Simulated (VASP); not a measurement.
# BN (F-43m) in VASP: further runs

Runs on BN. Level: PBE. Tasks: single point.

Program: VASP 6.6.1. These are calculated values, not measurements. Logs are shortened: lines on timing, memory, paths and dates and some standing lists are left out, and cuts for length are marked.

**1. The cell of the first run**

Symmetry: F-43m, No. 216, cubic system. Conventional cell: a = 3.572 Å, b = 3.572 Å, c = 3.572 Å, α = 90.00°, β = 90.00°, γ = 90.00°. B (site symmetry -43m) has 4 N at 1.55 Å within 2.1 Å. Within 2.1 Å of N (site symmetry -43m) lie 4 B at 1.55 Å.

**2. Single point, PBE (strain -0.015 along x and y, -0.015 along z)**

INCAR reads:

```
SYSTEM = BN
ALGO = Normal ; EDIFF = 1E-7
ENCUT = 520 ; GGA = PE
ISIF = 2 ; ISMEAR = 0
LASPH = .True. ; LCHARG = .True.
LELF = .True. ; LREAL = .False.
LVHAR = .True. ; LWAVE = .False.
NBANDS = 11 ; NELM = 80
PREC = Accurate ; SIGMA = 0.05
```

KPOINTS reads:

```
k-points
0
Gamma
  12 12 12
  0 0 0
```

POSCAR reads:

```
BN
1.0
    0.0000000000      1.7858059850      1.7858059850
    1.7858059850      0.0000000000      1.7858059850
    1.7858059850      1.7858059850      0.0000000000
B N
1 1
Direct
    0.0000000000      0.0000000000      0.0000000000
    0.7500000000      0.7500000000      0.7500000000
```

Potentials or basis: VASP PAW PBE potentials, release 64 (B, N).

On the command line:

```console
cat potpaw_PBE.64/B/POTCAR potpaw_PBE.64/N/POTCAR > POTCAR
mpirun -np 1 vasp_std > vasp.out
```

OUTCAR:

```text
SYSTEM = BN
   EDIFF = 1E-7
   ENCUT = 520
   GGA = PE
   ISIF = 2
   ISMEAR = 0
   LASPH = .True.
   LREAL = .False.
   NELM = 80
   PREC = Accurate

 ion  position               nearest neighbor table
   1  0.000  0.000  0.000-   2 1.55   2 1.55   2 1.55   2 1.55
   2  0.750  0.750  0.750-   1 1.55   1 1.55   1 1.55   1 1.55

  LATTYP: Found a face centered cubic cell.
 ALAT       =     3.5716119700

  Lattice vectors:

 A1 = (   0.0000000000,   1.7858059850,   1.7858059850)
 A2 = (   1.7858059850,   0.0000000000,   1.7858059850)
 A3 = (   1.7858059850,   1.7858059850,   0.0000000000)

Analysis of symmetry for initial positions (statically):
=====================================================================
 Subroutine PRICEL returns:
 Original cell was already a primitive cell.

 Routine SETGRP: Setting up the symmetry group for a
 face centered cubic supercell.

 Subroutine GETGRP returns: Found 24 space group operations
 (whereof 24 operations were pure point group operations)
 out of a pool of 48 trial point group operations.

The static configuration has the point symmetry T_d .

Analysis of symmetry for dynamics (positions and initial velocities):
=====================================================================
 Subroutine PRICEL returns:
 Original cell was already a primitive cell.

 Routine SETGRP: Setting up the symmetry group for a
 face centered cubic supercell.

 Subroutine GETGRP returns: Found 24 space group operations
 (whereof 24 operations were pure point group operations)
 out of a pool of 48 trial point group operations.

The dynamic configuration has the point symmetry T_d .

 Subroutine INISYM returns: Found 24 space group operations
 (whereof 24 operations are pure point group operations),
 and found     1 'primitive' translations

----------------------------------------------------------------------------------------

                                     Primitive cell

  volume of cell :      11.3902

  direct lattice vectors                    reciprocal lattice vectors
     0.000000000  1.785805985  1.785805985    -0.279985622  0.279985622  0.279985622
     1.785805985  0.000000000  1.785805985     0.279985622 -0.279985622  0.279985622
     1.785805985  1.785805985  0.000000000     0.279985622  0.279985622 -0.279985622

  length of vectors
     2.525511044  2.525511044  2.525511044     0.484949323  0.484949323  0.484949323

  position of ions in fractional coordinates (direct lattice)
     0.000000000  0.000000000  0.000000000
     0.750000000  0.750000000  0.750000000

  ion indices of the primitive-cell ions
[... 79 lines left out ...]
   IBRION =     -1    ionic relax: 0-MD 1-quasi-New 2-CG
   NFREE  =      0    steps in history (QN), initial steepest desc. (CG)
   ISIF   =      2    stress and relaxation
   ISYM   =      2    0-nonsym 1-usesym 2-fastsym
   POTIM  = 0.5000    time-step for ionic-motion
   TEBEG  =    0.0;   TEEND  =   0.0 temperature during run
   PSTRESS=    0.0 pullay stress
   NELECT =       8.0000    total number of electrons
   NUPDOWN=      -1.0000    fix difference up-down
   EMIN   =  10.00;   EMAX   =-10.00  energy-range for DOS
   EFERMI =   0.00;   METHOD = LEGACY
   ISMEAR =     0;   SIGMA  =   0.05  broadening in eV -4-tet -1-fermi 0-gaus
   EFERMI_NEDOS =   21; number of points for ismear=-14 and -15
   IALGO  =     38    algorithm
   IMIX   =      4    mixing-type and parameters
     AMIX     =   0.40;   BMIX     =  1.00
     AMIX_MAG =   1.60;   BMIX_MAG =  1.00
  volume/ion in A,a.u.               =       5.70        38.43
  Fermi-wavevector in a.u.,A,eV,Ry     =   1.455215  2.749958 28.812395  2.117651
  Thomas-Fermi vector in A             =   2.572276
   LORBIT       =      0    0 simple, 1 ext, 2 COOP (PROOUT), +10 PAW based schemes
   GGA     = PE    functional components
   LHFCALC =     F    Hartree Fock is set to
   AEXX    =    0.0000 exact exchange contribution
   IVDW    =     0    specifies the selected vdW correction
   LEPSILON=     F    determine dielectric tensor
   LRPA    =     F    only Hartree local field effects (RPA)
 non-spin polarized calculation
 Gauss-broadening in eV      SIGMA  =   0.05
  energy-cutoff  :      520.00
  volume of cell :       11.39
 maximum number of plane-waves:       331
   NGX =  9   NGY =  9   NGZ =  9

 number of electron       7.9999998 magnetization

 Free energy of the ion-electron system (eV)
  ---------------------------------------------------
  ext. energy  EPLUGINS =         0.00000000
  ---------------------------------------------------
  free energy    TOTEN  =       -17.42142352 eV

  energy without entropy =      -17.42142352  energy(sigma->0) =      -17.42142352

 E-fermi :   8.1469     XC(G=0): -13.0018

 val. band max:        7.8556197813   @ k =   0.0000   0.0000   0.0000
 cond. band min:      12.3525604480   @ k =   0.5000   0.5000   0.0000
 fundamental gap:      4.4969406667
 Fermi energy:         8.1469105666

 k-point     1 :       0.0000    0.0000    0.0000
  band No.  band energies     occupation
      1     -12.7930      2.00000
      2       7.8556      2.00000
      3       7.8556      2.00000
      4       7.8556      2.00000
      5      16.8482      0.00000
      6      16.8482      0.00000
      7      16.8482      0.00000
      8      18.8008      0.00000
      9      33.2960      0.00000
     10      36.0697      0.00000
     11      36.0697      0.00000
[... 309 lines left out ...]
 k-point    24 :      -0.4167    0.1667    0.0000
  band No.  band energies     occupation
      1      -8.0256      2.00000
      2      -2.4569      2.00000
      3       3.6098      2.00000
      4       5.1933      2.00000
      5      17.3505      0.00000
      6      20.3728      0.00000
      7      20.5215      0.00000
      8      24.0237      0.00000
      9      29.3660      0.00000
     10      33.6609      0.00000
     11      35.2757      0.00000

 [... further k-points ...]
[... 5 lines left out ...]
  --------------------------------------------------------------------------------------
  -------------------------------------------------------------------------------------
  Total        1.2947359      1.2947359      1.2947359     -0.0000000     -0.0000000      0.0000000
  in kB      182.1205497    182.1205497    182.1205497     -0.0000000     -0.0000000      0.0000000
  external PRESSURE =     182.1205497 kB  Pullay stress =       0.0000000 kB

 VOLUME and BASIS-vectors are now :
 -----------------------------------------------------------------------------
  energy-cutoff  :      520.00
  volume of cell :       11.39
      direct lattice vectors                 reciprocal lattice vectors
     0.000000000  1.785805985  1.785805985    -0.279985622  0.279985622  0.279985622
     1.785805985  0.000000000  1.785805985     0.279985622 -0.279985622  0.279985622
     1.785805985  1.785805985  0.000000000     0.279985622  0.279985622 -0.279985622

 POSITION                                       TOTAL-FORCE (eV/Angst)
 -----------------------------------------------------------------------------------
      0.00000      0.00000      0.00000         0.000000      0.000000      0.000000
      2.67871      2.67871      2.67871        -0.000000     -0.000000     -0.000000
 -----------------------------------------------------------------------------------
    total drift:                               -0.000000     -0.000000     -0.000000

  FREE ENERGIE OF THE ION-ELECTRON SYSTEM (eV)
  ---------------------------------------------------
  free  energy   TOTEN  =       -17.4214235200 eV

  energy  without entropy=      -17.4214235200  energy(sigma->0) =      -17.42142352
```

OSZICAR:

```text
N       E                     dE             d eps       ncg     rms          rms(c)
DAV:   1     0.114682181575E+02    0.11468E+02   -0.50457E+03  1600   0.729E+02
DAV:   2    -0.179209576932E+02   -0.29389E+02   -0.28388E+02  1886   0.168E+02
DAV:   3    -0.184444451929E+02   -0.52349E+00   -0.52285E+00  1878   0.193E+01
DAV:   4    -0.184450151395E+02   -0.56995E-03   -0.56993E-03  1674   0.715E-01
DAV:   5    -0.184450156348E+02   -0.49532E-06   -0.49522E-06  1848   0.205E-02    0.692E+00
DAV:   6    -0.175206696276E+02    0.92435E+00   -0.28803E+00  1647   0.999E+00    0.340E+00
DAV:   7    -0.174364959254E+02    0.84174E-01   -0.12165E-01  1797   0.284E+00    0.197E+00
DAV:   8    -0.174211301233E+02    0.15366E-01   -0.37046E-02  1774   0.141E+00    0.213E-01
DAV:   9    -0.174213365135E+02   -0.20639E-03   -0.90507E-04  1665   0.261E-01    0.870E-02
DAV:  10    -0.174214186298E+02   -0.82116E-04   -0.11606E-04  1732   0.919E-02    0.155E-02
DAV:  11    -0.174214234940E+02   -0.48642E-05   -0.83351E-06  1821   0.239E-02    0.106E-02
DAV:  12    -0.174214235193E+02   -0.25324E-07   -0.14571E-06  1755   0.832E-03    0.617E-04
DAV:  13    -0.174214235200E+02   -0.63915E-09   -0.21469E-08   846   0.144E-03
   1 F= -.17421424E+02 E0= -.17421424E+02  d E =-.891086E-19
```

Wall time 6 s (1 thread of Intel Xeon 6975P-C, shared host); peak memory 0.12 GiB.

Results:

| Quantity | Value |
| --- | --- |
| Free energy | -17.4214 eV |
| Pressure | 18.2 GPa |
| Band gap on the k mesh | 4.50 eV, indirect (least direct gap 8.99 eV) |

Caveat: the cell differs from its parent crystal (strain -0.015 along x and y, -0.015 along z).

**3. Single point, PBE (strain +0.015 along x and y, +0.015 along z)**

INCAR reads:

```
SYSTEM = BN
ALGO     = Normal         ! electronic algorithm
EDIFF    = 1E-7           ! SCF threshold, eV
ENCUT    = 520            ! plane-wave cutoff, eV
GGA      = PE             ! functional
ISIF     = 2              ! what is computed and relaxed
ISMEAR   = 0              ! smearing method
LASPH    = .TRUE.         ! aspherical terms in the spheres
LCHARG   = .FALSE.        ! write CHGCAR
LREAL    = .FALSE.        ! projectors in reciprocal space
LWAVE    = .FALSE.        ! write WAVECAR
NBANDS   = 11             ! bands
NELM     = 100            ! most SCF steps
PREC     = Accurate       ! precision mode
SIGMA    = 0.05           ! smearing width, eV
```

KPOINTS reads:

```
k-points
0
G
  12 12 12
  0 0 0
```

POSCAR reads:

```
BN
1.0
    0.0000000000      1.8401960150      1.8401960150
    1.8401960150      0.0000000000      1.8401960150
    1.8401960150      1.8401960150      0.0000000000
B N
1 1
Direct
    0.0000000000      0.0000000000      0.0000000000
    0.7500000000      0.7500000000      0.7500000000
```

Potentials or basis: VASP PAW PBE potentials, release 64 (B, N).

On the command line:

```console
cat potpaw_PBE.64/B/POTCAR potpaw_PBE.64/N/POTCAR > POTCAR
mpirun -np 1 vasp_std > vasp.out
```

OUTCAR:

```text
SYSTEM = BN
   EDIFF = 1E-7
   ENCUT = 520
   GGA = PE
   ISIF = 2
   ISMEAR = 0
   LASPH = .TRUE.
   LREAL = .FALSE.
   NELM = 100
   PREC = Accurate

 ion  position               nearest neighbor table
   1  0.000  0.000  0.000-   2 1.59   2 1.59   2 1.59   2 1.59
   2  0.750  0.750  0.750-   1 1.59   1 1.59   1 1.59   1 1.59

  LATTYP: Found a face centered cubic cell.
 ALAT       =     3.6803920300

  Lattice vectors:

 A1 = (   0.0000000000,   1.8401960150,   1.8401960150)
 A2 = (   1.8401960150,   0.0000000000,   1.8401960150)
 A3 = (   1.8401960150,   1.8401960150,   0.0000000000)
[... 512 lines left out ...]
      7      18.5948      0.00000
      8      21.7537      0.00000
      9      27.1593      0.00000
     10      31.4502      0.00000
     11      32.3795      0.00000

 [... further k-points ...]
[... 5 lines left out ...]
  --------------------------------------------------------------------------------------
  -------------------------------------------------------------------------------------
  Total       -1.2067174     -1.2067174     -1.2067174      0.0000000      0.0000000     -0.0000000
  in kB     -155.1293222   -155.1293222   -155.1293222      0.0000000      0.0000000     -0.0000000
  external PRESSURE =    -155.1293222 kB  Pullay stress =       0.0000000 kB

 VOLUME and BASIS-vectors are now :
 -----------------------------------------------------------------------------
  energy-cutoff  :      520.00
  volume of cell :       12.46
      direct lattice vectors                 reciprocal lattice vectors
     0.000000000  1.840196015  1.840196015    -0.271710185  0.271710185  0.271710185
     1.840196015  0.000000000  1.840196015     0.271710185 -0.271710185  0.271710185
     1.840196015  1.840196015  0.000000000     0.271710185  0.271710185 -0.271710185

 POSITION                                       TOTAL-FORCE (eV/Angst)
 -----------------------------------------------------------------------------------
      0.00000      0.00000      0.00000        -0.000000     -0.000000     -0.000000
      2.76029      2.76029      2.76029         0.000000      0.000000      0.000000
 -----------------------------------------------------------------------------------
    total drift:                                0.000000      0.000000     -0.000000

  FREE ENERGIE OF THE ION-ELECTRON SYSTEM (eV)
  ---------------------------------------------------
  free  energy   TOTEN  =       -17.4243644109 eV

  energy  without entropy=      -17.4243644109  energy(sigma->0) =      -17.42436441
```

OSZICAR:

```text
N       E                     dE             d eps       ncg     rms          rms(c)
DAV:   1     0.933427204468E+01    0.93343E+01   -0.49933E+03  1624   0.724E+02
DAV:   2    -0.177805321189E+02   -0.27115E+02   -0.26500E+02  1868   0.161E+02
DAV:   3    -0.183100211529E+02   -0.52949E+00   -0.52864E+00  1878   0.192E+01
DAV:   4    -0.183107092445E+02   -0.68809E-03   -0.68808E-03  1668   0.773E-01
DAV:   5    -0.183107099312E+02   -0.68670E-06   -0.68667E-06  1839   0.239E-02    0.641E+00
DAV:   6    -0.174927049977E+02    0.81800E+00   -0.30322E+00  1665   0.977E+00    0.309E+00
DAV:   7    -0.174367494600E+02    0.55956E-01   -0.83270E-02  1749   0.244E+00    0.185E+00
DAV:   8    -0.174241361061E+02    0.12613E-01   -0.33194E-02  1751   0.131E+00    0.166E-01
DAV:   9    -0.174242638758E+02   -0.12777E-03   -0.10765E-03  1680   0.255E-01    0.784E-02
DAV:  10    -0.174243584985E+02   -0.94623E-04   -0.13051E-04  1708   0.975E-02    0.145E-02
DAV:  11    -0.174243643953E+02   -0.58968E-05   -0.10729E-05  1807   0.265E-02    0.106E-02
DAV:  12    -0.174243644226E+02   -0.27294E-07   -0.18070E-06  1749   0.905E-03    0.642E-04
DAV:  13    -0.174243644109E+02    0.11735E-07   -0.24196E-08   861   0.153E-03
   1 F= -.17424364E+02 E0= -.17424364E+02  d E =-.539473E-18
```

stdout:

```text
POSCAR found type information on POSCAR B N
 POSCAR found :  2 types and       2 ions
 scaLAPACK will be used
 LDA part: xc-table for (Slater+PW92), standard interpolation
 POSCAR, INCAR and KPOINTS ok, starting setup
 FFT: planning ... GRIDC
 FFT: planning ... GRID_SOFT
 FFT: planning ... GRID
 WAVECAR not read
 entering main loop
```

It took 6.1 s on 1 thread of Intel Xeon 6975P-C, shared host; peak memory 0.12 GiB.

What came out:

- Free energy: -17.4244 eV
- Pressure: -15.5 GPa
- Band gap on the k mesh: 4.40 eV, indirect (least direct gap 8.56 eV)

Levels at points of the mesh, in eV from the valence-band top:
```
           k point  band 2  band 3  band 4  band 5  band 6  band 7
(0.00, 0.00, 0.00)    0.00    0.00    0.00    8.56    8.56    8.56
(0.50, 0.00, 0.00)  -10.21   -1.84   -1.84    9.45   10.41   10.41
(0.50, 0.50, 0.00)   -8.57   -4.65   -4.65    4.40    8.93   17.11
```

Caveat: the cell differs from its parent crystal (strain +0.015 along x and y, +0.015 along z). A k mesh can miss the band edges.
